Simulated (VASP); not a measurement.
Wanted: the native input for a VASP 6.6.1 run.

```yaml
Task: single point
Functional: PBE
Potentials_or_basis: VASP PAW PBE potentials, release 64 (Ti_sv, O)
Cutoff: 520 eV
k_mesh: 4 × 4 × 6
Occupations: gaussian, width 0.01 eV
Spin: no spin polarisation
Dipole_correction: no
Further_INCAR_settings: ALGO = Normal; EDIFF = 1e-06; NBANDS = 33
```

The structure of TiO2 (Rutile) lies in POSCAR:

```
TiO2
1.0
    4.6430040136      0.0000000000      0.0000000000
    0.0000000000      4.6430040136      0.0000000000
    0.0000000000      0.0000000000      2.9641883894
Ti O
2 4
Direct
    0.0000000000      0.0000000000      0.0000000000
    0.5000000000      0.5000000000      0.5000000000
    0.3051332295      0.3051332295      0.0000000000
    0.1948667705      0.8051332295      0.5000000000
    0.6948667705      0.6948667705      0.0000000000
    0.8051332295      0.1948667705      0.5000000000
```

These files were run (other wordings do the same):

INCAR

```
PREC = Accurate ; ENCUT = 520
EDIFF = 1E-6 ; ISMEAR = 0
SIGMA = 0.01 ; LREAL = False
LASPH = True ; NELM = 80
ALGO = Normal ; ISIF = 2
LWAVE = False ; LCHARG = True
GGA = PE ; LELF = True
LVHAR = True ; NBANDS = 33
```

KPOINTS

```
Automatic mesh
0
Gamma
  4 4 6
```

Potentials or basis: VASP PAW PBE potentials, release 64 (Ti_sv, O).

Run with:

```sh
$ cat potpaw_PBE.64/Ti_sv/POTCAR potpaw_PBE.64/O/POTCAR > POTCAR
$ mpirun -np 1 vasp_std > vasp.out
```

It gave:

```json
{
 "Pressure": "0.7 GPa",
 "Largest force": "0.029 eV/Å",
 "Band gap on the k mesh": "1.83 eV, direct"
}
```

Wall time 54 s on 1 thread of AMD EPYC 7R43 64-Core Processor (Zen 3), with other jobs on the host, peak memory 0.15 GiB.
